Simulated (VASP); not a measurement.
Input of a VASP 6.6.1 run:

Contents of INCAR:

```
PREC = Accurate
ENCUT = 600
EDIFF = 1E-7
ISMEAR = -1
SIGMA = 0.05
LREAL = False
LASPH = True
NELM = 100
ALGO = Normal
ISIF = 3
LWAVE = False
LCHARG = False
GGA = B5
ALDAX = 1.0
AGGAX = 1.0
AGGAC = 1.0
ALDAC = 0.0
IBRION = 2
NSW = 60
EDIFFG = -0.01
```

Contents of KPOINTS:

```
Automatic mesh
0
Gamma
  11 11 3
```

The input POSCAR:

```
Re
1.0
    2.7663873939      0.0000000000      0.0000000000
   -1.3831936969      2.3957617598      0.0000000000
    0.0000000000      0.0000000000      8.9388451600
Re
4
Direct
    0.6666666667      0.3333333333      0.7500000000
    0.0000000000      0.0000000000      0.5000000000
    0.3333333333      0.6666666667      0.2500000000
    0.0000000000      0.0000000000      0.0000000000
```

Potentials or basis: VASP PAW PBE potentials, release 64 (Re).

Run with:

```bash
$ cat potpaw_PBE.64/Re/POTCAR > POTCAR
$ mpirun -np 1 vasp_std > vasp.out
```

Predict the space group after relaxing (to 0.1 Å).

P6_3/mmc (No. 194).

What does it give for the relaxed cell?

a = 2.816 Å, b = 2.816 Å, c = 9.091 Å, α = 90.00°, β = 90.00°, γ = 120.00°.

Final structure:
```yaml
crystal:
  lattice:
    - [2.81609, 0.00000, 0.00000]
    - [-1.40805, 2.43881, 0.00000]
    - [0.00000, 0.00000, 9.09079]
  atoms:
    - { symbol: Re, position: [0.66667, 0.33333, 0.75000] }
    - { symbol: Re, position: [0.00000, 0.00000, 0.50000] }
    - { symbol: Re, position: [0.33333, 0.66667, 0.25000] }
    - { symbol: Re, position: [0.00000, 0.00000, 0.00000] }
```

Caveat: the highest band is partly filled, so the run has too few bands.
